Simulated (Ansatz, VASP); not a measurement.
Two plane-wave programs on Ni

File INCAR:

```
  PREC = Accurate
  ENCUT = 520
  EDIFF = 1E-6
  ISMEAR = -1
  SIGMA = 0.05
  LREAL = False
  LASPH = True
  NELM = 150
  ALGO = Normal
  ISIF = 2
  LWAVE = False
  LCHARG = False
  ISPIN = 2
  MAGMOM = 1
  LORBIT = 11
  LMAXMIX = 4
  GGA = RE
  NBANDS = 15
```

KPOINTS

```
regular mesh
0
Gamma
  13 13 13
```

The input POSCAR:

```
Ni
1.0
   -1.3837154700      1.3837154700      1.3837154700
    1.3837154700     -1.3837154700      1.3837154700
    1.3837154700      1.3837154700     -1.3837154700
Ni
1
Direct
    0.0000000000      0.0000000000      0.0000000000
```

The input input.yaml:

```yaml
crystal:
  lattice:
    - [-1.38371547, 1.38371547, 1.38371547]
    - [1.38371547, -1.38371547, 1.38371547]
    - [1.38371547, 1.38371547, -1.38371547]
  atoms:
    - { symbol: Ni, position: [0.0, 0.0, 0.0], spin: 1.0 }
hamiltonian:
  xc: revpbe
  pseudopotentials: { kind: paw }
magnetization:
  spin_polarized: true
kpoints:
  mp_grid: { grid: [13, 13, 13] }
  band_path:
    path:
      - [[0.0, 0.0, 0.0], [0.5, -0.5, 0.5], [0.0, 0.0, 0.5], [0.0, 0.0, 0.0], [0.25, 0.25, 0.25], [0.5, -0.5, 0.5]]
      - [[0.25, 0.25, 0.25], [0.0, 0.0, 0.5]]
    npoints: 14
scf:
  occupations: { method: fermi_dirac, width: 0.05 }
  n_extra_bands: 6
output:
  forces: true
  stress: true
  eigenvalues: true
  fatbands: false
```

Alike in both runs: functional revPBE; k mesh 13 × 13 × 13; occupations fermi-dirac, width 0.05 eV; collinear spin.

```csv
,VASP,Ansatz
version,VASP 6.6.1,Ansatz 0.2.0
potentials or method,"VASP PAW PBE potentials, release 64 (Ni)",Ansatz PAW
plane-wave cutoff (eV),520,420
valence electrons in the cell,10,18
task,single point,band structure
```

|  | VASP | Ansatz | Ansatz less VASP |
| --- | --- | --- | --- |
| gap on the k mesh at the Fermi level (eV) | none | none | - |
| pressure (GPa) | 11.8 | 12.0 | +0.15 |
| net moment per atom (μB) | 0.58 | 0.59 | +0.013 |
| size of the moment on the site where the two differ most (μB) | 0.59 | 0.62 | +0.037 |

VASP's potentials were made for PBE, not for revPBE. Site moments also hang on the region over which each program counts them. A gap of «none» marks a metal or a gap that the smearing closes. VASP's potentials hold 10 valence electrons a cell and Ansatz's 18, so a difference there can come from the potentials and not from the codes.
